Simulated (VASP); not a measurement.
# Ta3Si (P4_2/n) in VASP: single point with PBEsol

Aim: the single point of Ta3Si with PBEsol.

Program: VASP 6.6.1. These are calculated values, not measurements. Logs are shortened: lines on timing, memory, paths and dates and some standing lists are left out, and cuts for length are marked.

## Step 1: The cell of the first run

Symmetry: P4_2/n, No. 86, tetragonal system. Conventional cell: a = 10.174 Å, b = 10.174 Å, c = 5.196 Å, α = 90.00°, β = 90.00°, γ = 90.00°. Ta (site symmetry 1) has 4 Si at 2.58 to 2.70 Å and 8 Ta at 2.87 to 3.16 Å within 3.4 Å. Within 3.4 Å of Ta (site symmetry 1) lie 2 Si at 2.59 to 2.64 Å and 12 Ta at 2.69 to 3.22 Å. Ta (site symmetry 1) has 3 Si at 2.57 to 2.82 Å and 10 Ta at 2.86 to 3.20 Å within 3.4 Å. Si (site symmetry 1) has 9 Ta at 2.57 to 2.82 Å within 3.4 Å.

## Step 2: Single point, PBEsol

Input file INCAR:

```
  PREC = Accurate
  ENCUT = 520
  EDIFF = 1E-6
  ISMEAR = 0
  SIGMA = 0.1
  LREAL = Auto
  LASPH = True
  NELM = 60
  ALGO = Fast
  ISIF = 2
  LWAVE = False
  LCHARG = False
  GGA = PS
  NBANDS = 170
```

Input file KPOINTS:

```
regular mesh
0
Gamma
  2 2 4
```

Input file POSCAR:

```
Ta3Si
1.0
   10.1743892401      0.0000000000      0.0000000000
    0.0000000000     10.1743892401      0.0000000000
    0.0000000000      0.0000000000      5.1959515100
Ta Si
24 8
Direct
    0.6460204600      0.5186161000      0.2741616700
    0.0859658700      0.3995339300      0.0312707900
    0.8129221500      0.7136088900      0.5144749800
    0.5859658700      0.8995339300      0.4687292100
    0.0186161000      0.8539795400      0.7741616700
    0.1460204600      0.0186161000      0.2258383300
    0.6870778500      0.7863911100      0.9855250200
    0.1870778500      0.2863911100      0.5144749800
    0.2136088900      0.6870778500      0.0144749800
    0.8995339300      0.4140341300      0.5312707900
    0.2863911100      0.8129221500      0.4855250200
    0.5186161000      0.3539795400      0.7258383300
    0.4813839000      0.6460204600      0.7258383300
    0.9813839000      0.1460204600      0.7741616700
    0.3129221500      0.2136088900      0.9855250200
    0.3995339300      0.9140341300      0.9687292100
    0.7863911100      0.3129221500      0.0144749800
    0.9140341300      0.6004660700      0.0312707900
    0.6004660700      0.0859658700      0.9687292100
    0.4140341300      0.1004660700      0.4687292100
    0.8539795400      0.9813839000      0.2258383300
    0.7136088900      0.1870778500      0.4855250200
    0.3539795400      0.4813839000      0.2741616700
    0.1004660700      0.5859658700      0.5312707900
    0.7949747000      0.9697841400      0.7192390100
    0.9697841400      0.2050253000      0.2807609900
    0.0302158600      0.7949747000      0.2807609900
    0.2949747000      0.4697841400      0.7807609900
    0.5302158600      0.2949747000      0.2192390100
    0.2050253000      0.0302158600      0.7192390100
    0.4697841400      0.7050253000      0.2192390100
    0.7050253000      0.5302158600      0.7807609900
```

Potentials or basis: VASP PAW PBE potentials, release 64 (Ta_pv, Si).

On the command line:

```bash
$ cat potpaw_PBE.64/Ta_pv/POTCAR potpaw_PBE.64/Si/POTCAR > POTCAR
$ mpirun -np 1 vasp_std > vasp.out
```

OUTCAR:

```text
PREC = Accurate
   ENCUT = 520
   EDIFF = 1E-6
   ISMEAR = 0
   LREAL = Auto
   LASPH = True
   NELM = 60
   ISIF = 2
   GGA = PS

 ion  position               nearest neighbor table
   1  0.646  0.519  0.274-  29 2.58  31 2.63  32 2.64  32 2.70  17 2.87   3 2.89  23 3.00  10 3.09
                            18 3.12   7 3.14  12 3.16  13 3.16  12 3.55  13 3.55
   2  0.086  0.400  0.031-  28 2.59  26 2.64  18 2.69   8 2.95  15 2.99  14 3.09   8 3.10  23 3.12
                            17 3.17   9 3.20  24 3.22  10 3.22  10 3.22  24 3.22
   3  0.813  0.714  0.514-  32 2.57  27 2.65  25 2.82   7 2.86   5 2.87   1 2.89  18 2.95   4 2.99
                            18 3.10   7 3.12  21 3.14  10 3.17  24 3.20
   4  0.586  0.900  0.469-  25 2.59  31 2.64  20 2.69   7 2.95   3 2.99  13 3.09   7 3.10  21 3.12
                            11 3.17  22 3.20  19 3.22  16 3.22  16 3.22  19 3.22
   5  0.019  0.854  0.774-  25 2.58  30 2.63  27 2.64  27 2.70   3 2.87   9 2.89  14 3.00  18 3.09
                            24 3.12  11 3.14   6 3.16  21 3.16   6 3.55  21 3.55
   6  0.146  0.019  0.226-  27 2.58  26 2.63  30 2.64  30 2.70  11 2.87  15 2.89  21 3.00  16 3.09
                            20 3.12   8 3.14   5 3.16  14 3.16   5 3.55  14 3.55
   7  0.687  0.786  0.986-  25 2.57  31 2.65  32 2.82   3 2.86  13 2.87  21 2.89   4 2.95  18 2.99
                             4 3.10   3 3.12   1 3.14  19 3.17  16 3.20
   8  0.187  0.286  0.514-  28 2.57  26 2.65  30 2.82  15 2.86  14 2.87  23 2.89   2 2.95  20 2.99
                             2 3.10  15 3.12   6 3.14  24 3.17  10 3.20
   9  0.214  0.687  0.014-  27 2.57  28 2.65  31 2.82  11 2.86  23 2.87   5 2.89  24 2.95  16 2.99
[... 33 lines left out ...]
  26  0.970  0.205  0.281-  17 2.57  21 2.58  10 2.59   6 2.63  14 2.64   2 2.64   8 2.65  14 2.70
                            22 2.82
  27  0.030  0.795  0.281-   9 2.57   6 2.58  24 2.59  21 2.63   5 2.64  18 2.64   3 2.65   5 2.70
                            11 2.82
  28  0.295  0.470  0.781-   8 2.57  12 2.58   2 2.59  13 2.63  23 2.64  24 2.64   9 2.65  23 2.70
                            15 2.82
  29  0.530  0.295  0.219-  22 2.57   1 2.58  19 2.59  23 2.63  12 2.64  20 2.64  15 2.65  12 2.70
                            17 2.82
  30  0.205  0.030  0.719-  15 2.57  14 2.58  20 2.59   5 2.63   6 2.64  16 2.64  11 2.65   6 2.70
                             8 2.82
  31  0.470  0.705  0.219-  11 2.57  23 2.58  16 2.59   1 2.63  13 2.64   4 2.64   7 2.65  13 2.70
                             9 2.82
  32  0.705  0.530  0.781-   3 2.57  13 2.58  18 2.59  12 2.63   1 2.64  10 2.64  17 2.65   1 2.70
                             7 2.82

  LATTYP: Found a simple tetragonal cell.
 ALAT       =    10.1743892401
 C/A-ratio  =     0.5106892795

  Lattice vectors:

 A1 = (  10.1743892401,   0.0000000000,   0.0000000000)
 A2 = (   0.0000000000,  10.1743892401,   0.0000000000)
 A3 = (   0.0000000000,   0.0000000000,   5.1959515100)

Analysis of symmetry for initial positions (statically):
=====================================================================
 Subroutine PRICEL returns:
[... 186 lines left out ...]
   IALGO  =     68    algorithm
   IMIX   =      4    mixing-type and parameters
     AMIX     =   0.40;   BMIX     =  1.00
     AMIX_MAG =   1.60;   BMIX_MAG =  1.00
  volume/ion in A,a.u.               =      16.81       113.43
  Fermi-wavevector in a.u.,A,eV,Ry     =   1.341564  2.535189 24.487692  1.799795
  Thomas-Fermi vector in A             =   2.469788
   LORBIT       =      0    0 simple, 1 ext, 2 COOP (PROOUT), +10 PAW based schemes
   GGA     = PS    functional components
   LHFCALC =     F    Hartree Fock is set to
   AEXX    =    0.0000 exact exchange contribution
   IVDW    =     0    specifies the selected vdW correction
   LEPSILON=     F    determine dielectric tensor
   LRPA    =     F    only Hartree local field effects (RPA)
 non-spin polarized calculation
 RMM-DIIS sequential band-by-band and
 Gauss-broadening in eV      SIGMA  =   0.10
  energy-cutoff  :      520.00
  volume of cell :      537.88
 maximum number of plane-waves:     14508
 NGX is ok and might be reduce to    80
   NGX = 37   NGY = 37   NGZ = 19

 number of electron     296.0000009 magnetization

 Free energy of the ion-electron system (eV)
  ---------------------------------------------------
  ext. energy  EPLUGINS =         0.00000000
  ---------------------------------------------------
  free energy    TOTEN  =      -362.08389795 eV

  energy without entropy =     -361.99247710  energy(sigma->0) =     -362.03818752

 E-fermi :   6.6126     XC(G=0): -12.4952

 val. band max:        6.6119099224   @ k =   0.0000   0.0000   0.2500
 cond. band min:       6.6188872158   @ k =   0.0000   0.0000   0.0000
 fundamental gap:      0.0069772934
 Fermi energy:         6.6125765280

 k-point     1 :       0.0000    0.0000    0.0000
  band No.  band energies     occupation
      1     -27.8746      2.00000
      2     -27.8618      2.00000
      3     -27.8133      2.00000
      4     -27.7977      2.00000
      5     -27.7971      2.00000
      6     -27.7952      2.00000
[... 1456 lines left out ...]
    159       7.8486      0.00000
    160       7.9601      0.00000
 [bands above 160 left out]

------------------------ aborting loop because EDIFF is reached ----------------------------------------

  FORCE on cell =-STRESS in cart. coord.  units (eV):
  Direction    XX          YY          ZZ          XY          YZ          ZX
  --------------------------------------------------------------------------------------
  -------------------------------------------------------------------------------------
  Total      -11.0215397    -11.0215397    -12.0260972      0.0000020      0.0000000      0.0000000
  in kB      -32.8300137    -32.8300137    -35.8223032      0.0000058      0.0000000      0.0000000
  external PRESSURE =     -33.8274435 kB  Pullay stress =       0.0000000 kB

 VOLUME and BASIS-vectors are now :
 -----------------------------------------------------------------------------
  energy-cutoff  :      520.00
  volume of cell :      537.88
      direct lattice vectors                 reciprocal lattice vectors
    10.174389240  0.000000000  0.000000000     0.098285998  0.000000000  0.000000000
     0.000000000 10.174389240  0.000000000     0.000000000  0.098285998  0.000000000
     0.000000000  0.000000000  5.195951510     0.000000000  0.000000000  0.192457531

 POSITION                                       TOTAL-FORCE (eV/Angst)
 -----------------------------------------------------------------------------------
      6.57286      5.27660      1.42453         0.126483     -0.011545      0.016923
      0.87465      4.06501      0.16248        -0.103216      0.146001     -0.019562
      8.27099      7.26053      2.67319         0.004614      0.007483     -0.069953
      5.96184      9.15221      2.43549        -0.103216      0.146001      0.019562
      0.18941      8.68872      4.02251        -0.011545     -0.126483      0.016923
      1.48567      0.18941      1.17345         0.126483     -0.011545     -0.016923
[... 24 lines left out ...]
      4.77977      7.17320      1.13916        -0.008325     -0.000626      0.023364
      7.17320      5.39462      4.05680        -0.000626      0.008325     -0.023364
 -----------------------------------------------------------------------------------
    total drift:                               -0.000000     -0.000000      0.000000

  FREE ENERGIE OF THE ION-ELECTRON SYSTEM (eV)
  ---------------------------------------------------
  free  energy   TOTEN  =      -362.0838979461 eV

  energy  without entropy=     -361.9924770980  energy(sigma->0) =     -362.03818752
```

stdout:

```text
POSCAR found type information on POSCAR TaSi
 POSCAR found :  2 types and      32 ions
 scaLAPACK will be used
 -----------------------------------------------------------------------------
|                                                                             |
|                                                                             |
|     You enforced a specific xc type in the INCAR file but a different       |
|     I HOPE YOU KNOW WHAT YOU ARE DOING!                                     |
|                                                                             |
 -----------------------------------------------------------------------------

 LDA part: xc-table for (Slater+PW92), standard interpolation
 POSCAR, INCAR and KPOINTS ok, starting setup
 FFT: planning ... GRIDC
 FFT: planning ... GRID_SOFT
 FFT: planning ... GRID
 WAVECAR not read
 entering main loop
```

Wall time 40 min (1 thread of Oxide Virtual Turin-like, shared host); peak memory 0.82 GiB.

What came out:

| Property | Result |
| --- | --- |
| Free energy | -362.0839 eV |
| Pressure | -3.4 GPa |
| Largest force | 0.180 eV/Å |
| Band gap on the k mesh | zero (bands 148 and 149 overlap by 0.10 eV) |

Forces in eV/Å, atoms in the order of the input:
```
Ta   0.126 -0.012  0.017
Ta  -0.103  0.146 -0.020
Ta   0.005  0.007 -0.070
Ta  -0.103  0.146  0.020
Ta  -0.012 -0.126  0.017
Ta   0.126 -0.012 -0.017
Ta  -0.005 -0.007  0.070
Ta  -0.005 -0.007 -0.070
Ta   0.007 -0.005 -0.070
Ta   0.146  0.103 -0.020
Ta  -0.007  0.005  0.070
Ta  -0.012 -0.126 -0.017
Ta   0.012  0.126 -0.017
Ta   0.012  0.126  0.017
Ta   0.005  0.007  0.070
Ta   0.146  0.103  0.020
Ta  -0.007  0.005 -0.070
Ta   0.103 -0.146 -0.020
Ta  -0.146 -0.103  0.020
Ta   0.103 -0.146  0.020
Ta  -0.126  0.012 -0.017
Ta   0.007 -0.005  0.070
Ta  -0.126  0.012  0.017
Ta  -0.146 -0.103 -0.020
Si   0.001 -0.008  0.023
Si  -0.008 -0.001 -0.023
Si   0.008  0.001 -0.023
Si   0.001 -0.008 -0.023
Si   0.008  0.001  0.023
Si  -0.001  0.008  0.023
Si  -0.008 -0.001  0.023
Si  -0.001  0.008 -0.023
```

Stress tensor (GPa, compression positive):
```
-3.28  0.00  0.00
 0.00 -3.28  0.00
 0.00  0.00 -3.58
```

Caveat: the cell stands under tension; the PAW data sets were made with another functional, which shifts forces and pressure a little; spin-orbit coupling is left out, which moves the levels of the heavy elements.
